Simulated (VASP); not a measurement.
# Cs (Im-3m) in VASP: single point with PBEsol

Aim: the single point of Cs with PBEsol.

Program: VASP 6.6.1. These are calculated values, not measurements. Logs are shortened: lines on timing, memory, paths and dates and some standing lists are left out, and cuts for length are marked.

**1. The cell of the first run**

The structure is cubic, space group Im-3m (No. 229). The conventional cell has a = 6.045 Å, b = 6.045 Å, c = 6.045 Å, α = 90.00°, β = 90.00°, γ = 90.00°.

**2. Single point, PBEsol**

The input, INCAR:

```
PREC = Accurate
ENCUT = 520
EDIFF = 1E-7
ISMEAR = -1
SIGMA = 0.08
LREAL = False
LASPH = True
NELM = 100
ALGO = Normal
ISIF = 2
LWAVE = False
LCHARG = True
GGA = PS
LELF = True
LVHAR = True
NBANDS = 16
```

The input, KPOINTS:

```
Automatic mesh
0
Gamma
  6 6 6
```

The input, POSCAR:

```
Cs
1.0
    6.0449950640      0.0000000000      0.0000000000
    0.0000000000      6.0449950640      0.0000000000
    0.0000000000      0.0000000000      6.0449950640
Cs
2
Direct
    0.0000000000      0.0000000000      0.0000000000
    0.5000000000      0.5000000000      0.5000000000
```

Potentials or basis: VASP PAW PBE potentials, release 64 (Cs_sv).

Run with:

```console
$ cat potpaw_PBE.64/Cs_sv/POTCAR > POTCAR
$ mpirun -np 1 vasp_std > vasp.out
```

OUTCAR:

```text
PREC = Accurate
   ENCUT = 520
   EDIFF = 1E-7
   ISMEAR = -1
   LREAL = False
   LASPH = True
   NELM = 100
   ISIF = 2
   GGA = PS

 ion  position               nearest neighbor table
   1  0.000  0.000  0.000-
   2  0.500  0.500  0.500-

  LATTYP: Found a simple cubic cell.
 ALAT       =     6.0449950640

  Lattice vectors:

 A1 = (   6.0449950640,   0.0000000000,   0.0000000000)
 A2 = (   0.0000000000,   6.0449950640,   0.0000000000)
 A3 = (   0.0000000000,   0.0000000000,   6.0449950640)

Analysis of symmetry for initial positions (statically):
=====================================================================
 Subroutine PRICEL returns following result:

  LATTYP: Found a body centered cubic cell.
 ALAT       =     6.0449950640

  Lattice vectors:

 A1 = (   3.0224975320,   3.0224975320,  -3.0224975320)
 A2 = (  -3.0224975320,   3.0224975320,   3.0224975320)
 A3 = (   3.0224975320,  -3.0224975320,   3.0224975320)

   2 primitive cells build up your supercell.

 Routine SETGRP: Setting up the symmetry group for a
 simple cubic supercell.

 Subroutine GETGRP returns: Found 48 space group operations
 (whereof 48 operations were pure point group operations)
 out of a pool of 48 trial point group operations.

The static configuration has the point symmetry O_h .

Analysis of symmetry for dynamics (positions and initial velocities):
=====================================================================
 Subroutine PRICEL returns following result:

  LATTYP: Found a body centered cubic cell.
 ALAT       =     6.0449950640

  Lattice vectors:

 A1 = (   3.0224975320,   3.0224975320,  -3.0224975320)
 A2 = (  -3.0224975320,   3.0224975320,   3.0224975320)
 A3 = (   3.0224975320,  -3.0224975320,   3.0224975320)

   2 primitive cells build up your supercell.

 Routine SETGRP: Setting up the symmetry group for a
 simple cubic supercell.

 Subroutine GETGRP returns: Found 48 space group operations
 (whereof 48 operations were pure point group operations)
 out of a pool of 48 trial point group operations.

The dynamic configuration has the point symmetry O_h .

 Subroutine INISYM returns: Found 48 space group operations
 (whereof 48 operations are pure point group operations),
 and found     2 'primitive' translations

----------------------------------------------------------------------------------------

                                     Primitive cell

  volume of cell :     110.4480

  direct lattice vectors                    reciprocal lattice vectors
     3.022497532  3.022497532 -3.022497532     0.165426107  0.165426107  0.000000000
    -3.022497532  3.022497532  3.022497532    -0.000000000  0.165426107  0.165426107
     3.022497532 -3.022497532  3.022497532     0.165426107  0.000000000  0.165426107

  length of vectors
     5.235119291  5.235119291  5.235119291     0.233947844  0.233947844  0.233947844

  position of ions in fractional coordinates (direct lattice)
     0.000000000  0.000000000  0.000000000

  ion indices of the primitive-cell ions
   primitive index   ion index
                 1           1

----------------------------------------------------------------------------------------

 KPOINTS: Automatic mesh

Automatic generation of k-mesh.
 Grid dimensions read from file:
 generate k-points for:    6    6    6

 Generating k-lattice:

  Cartesian coordinates                     Fractional coordinates (reciprocal lattice)
     0.027571018  0.000000000  0.000000000     0.166666667  0.000000000  0.000000000
     0.000000000  0.027571018  0.000000000     0.000000000  0.166666667  0.000000000
     0.000000000  0.000000000  0.027571018     0.000000000  0.000000000  0.166666667

  Length of vectors
     0.027571018  0.027571018  0.027571018

  Shift w.r.t. Gamma in fractional coordinates (k-lattice)
     0.000000000  0.000000000  0.000000000

 Subroutine IBZKPT returns following result:
 ===========================================

 Found     20 irreducible k-points:

 Following reciprocal coordinates:
            Coordinates               Weight
  0.000000  0.000000  0.000000      1.000000
  0.166667  0.000000  0.000000      6.000000
  0.333333  0.000000  0.000000      6.000000
  0.500000  0.000000  0.000000      3.000000
  0.166667  0.166667  0.000000     12.000000
  0.333333  0.166667  0.000000     24.000000
[... 12 lines left out ...]
  0.500000  0.500000  0.333333      6.000000
  0.500000  0.500000  0.500000      1.000000
   k-points           NKPTS =     20   k-points in BZ     NKDIM =     20   number of bands    NBANDS=     16
   number of dos      NEDOS =    301   number of ions     NIONS =      2
   total plane-waves  NPLWV = 110592
   dimension x,y,z NGX =    48 NGY =   48 NGZ =   48
   dimension x,y,z NGXF=    96 NGYF=   96 NGZF=   96
   ions per type =               2
   NGX,Y,Z   is equivalent  to a cutoff of  13.20, 13.20, 13.20 a.u.
   NGXF,Y,Z  is equivalent  to a cutoff of  26.40, 26.40, 26.40 a.u.
 SYSTEM =  unknown system
   PREC   = accura    normal or accurate (medium, high low for compatibility)
   ISTART =      0    job   : 0-new  1-cont  2-samecut
   ICHARG =      2    charge: 1-file 2-atom 10-const
   ISPIN  =      1    spin polarized calculation?
   LNONCOLLINEAR =      F non collinear calculations
   LSORBIT =      F    spin-orbit coupling
   LASPH  =      T    aspherical Exc in radial PAW
   ENCUT  =  520.0 eV  38.22 Ry    6.18 a.u.  11.24 11.24 11.24*2*pi/ulx,y,z
   NELM   =    100;   NELMIN=  2; NELMDL= -5     # of ELM steps
   EDIFF  = 0.1E-06   stopping-criterion for ELM
   LREAL  =      F    real-space projection
   EDIFFG = 0.1E-05   stopping-criterion for IOM
   NSW    =      0    number of steps for IOM
   IBRION =     -1    ionic relax: 0-MD 1-quasi-New 2-CG
   NFREE  =      0    steps in history (QN), initial steepest desc. (CG)
   ISIF   =      2    stress and relaxation
   ISYM   =      2    0-nonsym 1-usesym 2-fastsym
   POTIM  = 0.5000    time-step for ionic-motion
   TEBEG  =    0.0;   TEEND  =   0.0 temperature during run
   PSTRESS=    0.0 pullay stress
   NELECT =      18.0000    total number of electrons
   NUPDOWN=      -1.0000    fix difference up-down
   EMIN   =  10.00;   EMAX   =-10.00  energy-range for DOS
   EFERMI =   0.00;   METHOD = LEGACY
   ISMEAR =    -1;   SIGMA  =   0.08  broadening in eV -4-tet -1-fermi 0-gaus
   EFERMI_NEDOS =   21; number of points for ismear=-14 and -15
   IALGO  =     38    algorithm
   IMIX   =      4    mixing-type and parameters
     AMIX     =   0.40;   BMIX     =  1.00
     AMIX_MAG =   1.60;   BMIX_MAG =  1.00
  volume/ion in A,a.u.               =     110.45       745.34
  Fermi-wavevector in a.u.,A,eV,Ry     =   0.709746  1.341226  6.853793  0.503740
  Thomas-Fermi vector in A             =   1.796410
   LORBIT       =      0    0 simple, 1 ext, 2 COOP (PROOUT), +10 PAW based schemes
   GGA     = PS    functional components
   LHFCALC =     F    Hartree Fock is set to
   AEXX    =    0.0000 exact exchange contribution
   IVDW    =     0    specifies the selected vdW correction
   LEPSILON=     F    determine dielectric tensor
   LRPA    =     F    only Hartree local field effects (RPA)
 non-spin polarized calculation
  energy-cutoff  :      520.00
  volume of cell :      220.90
 maximum number of plane-waves:      6031
 NGX is ok and might be reduce to    48
   NGX = 23   NGY = 23   NGZ = 23

 number of electron      17.9999999 magnetization

 Free energy of the ion-electron system (eV)
  ---------------------------------------------------
  ext. energy  EPLUGINS =         0.00000000
  ---------------------------------------------------
  free energy    TOTEN  =        -1.91348683 eV

  energy without entropy =       -1.86194311  energy(sigma->0) =       -1.88771497

 E-fermi :   0.4554     XC(G=0):  -5.5825

 val. band max:        0.3702840295   @ k =   0.3333   0.3333   0.3333
 cond. band min:       0.4894074983   @ k =   0.5000   0.5000   0.0000
 fundamental gap:      0.1191234688
 Fermi energy:         0.4554369383

 k-point     1 :       0.0000    0.0000    0.0000
  band No.  band energies     occupation
      1     -23.3494      2.00000
      2     -23.3349      2.00000
      3     -10.1749      2.00000
      4     -10.1749      2.00000
      5     -10.1749      2.00000
      6     -10.0622      2.00000
[... 8 lines left out ...]
     15       3.5799      0.00000
     16       3.5799      0.00000

 k-point     2 :       0.1667    0.0000    0.0000
  band No.  band energies     occupation
      1     -23.3483      2.00000
      2     -23.3357      2.00000
      3     -10.1741      2.00000
      4     -10.1670      2.00000
      5     -10.1670      2.00000
      6     -10.0769      2.00000
[... 8 lines left out ...]
     15       3.2090      0.00000
     16       3.3142      0.00000

 k-point     3 :       0.3333    0.0000    0.0000
  band No.  band energies     occupation
      1     -23.3454      2.00000
      2     -23.3382      2.00000
      3     -10.1671      2.00000
      4     -10.1456      2.00000
      5     -10.1456      2.00000
      6     -10.1113      2.00000
[... 8 lines left out ...]
     15       2.9459      0.00000
     16       2.9459      0.00000

 k-point     4 :       0.5000    0.0000    0.0000
  band No.  band energies     occupation
      1     -23.3417      2.00000
      2     -23.3417      2.00000
      3     -10.1460      2.00000
      4     -10.1460      2.00000
      5     -10.1170      2.00000
      6     -10.1170      2.00000
[... 8 lines left out ...]
     15       2.7469      0.00000
     16       2.7469      0.00000
[... 248 lines left out ...]
 k-point    18 :       0.5000    0.3333    0.3333
  band No.  band energies     occupation
      1     -23.3410      2.00000
      2     -23.3410      2.00000
      3     -10.1866      2.00000
      4     -10.1866      2.00000
      5     -10.1347      2.00000
      6     -10.1347      2.00000
[... 8 lines left out ...]
     15       3.7497      0.00000
     16       3.7497      0.00000

 k-point    19 :       0.5000    0.5000    0.3333
  band No.  band energies     occupation
      1     -23.3409      2.00000
      2     -23.3409      2.00000
      3     -10.1805      2.00000
      4     -10.1805      2.00000
      5     -10.1341      2.00000
      6     -10.1341      2.00000
[... 8 lines left out ...]
     15       3.4293      0.00000
     16       3.4293      0.00000

 k-point    20 :       0.5000    0.5000    0.5000
  band No.  band energies     occupation
      1     -23.3408      2.00000
      2     -23.3408      2.00000
      3     -10.1405      2.00000
      4     -10.1405      2.00000
      5     -10.1405      2.00000
      6     -10.1405      2.00000
[... 8 lines left out ...]
     15       2.9577      0.00000
     16       2.9577      0.00000

------------------------ aborting loop because EDIFF is reached ----------------------------------------

  FORCE on cell =-STRESS in cart. coord.  units (eV):
  Direction    XX          YY          ZZ          XY          YZ          ZX
  --------------------------------------------------------------------------------------
  -------------------------------------------------------------------------------------
  Total       -0.0582553     -0.0582553     -0.0582553      0.0000000      0.0000000     -0.0000000
  in kB       -0.4225306     -0.4225306     -0.4225306      0.0000000      0.0000000     -0.0000000
  external PRESSURE =      -0.4225306 kB  Pullay stress =       0.0000000 kB

 VOLUME and BASIS-vectors are now :
 -----------------------------------------------------------------------------
  energy-cutoff  :      520.00
  volume of cell :      220.90
      direct lattice vectors                 reciprocal lattice vectors
     6.044995064  0.000000000  0.000000000     0.165426107  0.000000000  0.000000000
     0.000000000  6.044995064  0.000000000     0.000000000  0.165426107  0.000000000
     0.000000000  0.000000000  6.044995064     0.000000000  0.000000000  0.165426107

 POSITION                                       TOTAL-FORCE (eV/Angst)
 -----------------------------------------------------------------------------------
      0.00000      0.00000      0.00000        -0.000000     -0.000000     -0.000000
      3.02250      3.02250      3.02250         0.000000      0.000000      0.000000
 -----------------------------------------------------------------------------------
    total drift:                                0.000000     -0.000000     -0.000000

  FREE ENERGIE OF THE ION-ELECTRON SYSTEM (eV)
  ---------------------------------------------------
  free  energy   TOTEN  =        -1.9134868330 eV

  energy  without entropy=       -1.8619431135  energy(sigma->0) =       -1.88771497
```

Wall time 1.8 min (1 thread of Intel Xeon 8259CL, shared host); peak memory 0.33 GiB.

Results:

- Free energy: -1.9135 eV
- Pressure: 0.0 GPa
- Band gap on the k mesh: zero (bands 9 and 10 overlap by 1.46 eV)

Levels at points of the mesh, in eV from the Fermi level:
| k point | band 5 | band 6 | band 7 | band 8 | band 9 | band 10 | band 11 | band 12 | band 13 | band 14 |
| --- | --- | --- | --- | --- | --- | --- | --- | --- | --- | --- |
| (0.00, 0.00, 0.00) | -10.63 | -10.52 | -10.52 | -10.52 | -1.71 | 0.64 | 0.64 | 2.54 | 2.54 | 2.54 |
| (0.50, 0.00, 0.00) | -10.57 | -10.57 | -10.57 | -10.57 | -0.44 | -0.44 | 1.56 | 1.56 | 2.29 | 2.29 |
| (0.50, 0.50, 0.00) | -10.57 | -10.57 | -10.52 | -10.52 | 0.03 | 0.03 | 0.94 | 0.94 | 1.66 | 1.66 |
| (0.50, 0.50, 0.50) | -10.60 | -10.60 | -10.60 | -10.60 | 1.02 | 1.02 | 1.02 | 1.02 | 1.02 | 1.02 |

Caveat: the PAW data sets were made with another functional, which shifts forces and pressure a little; spin-orbit coupling is left out, which moves the levels of the heavy elements.
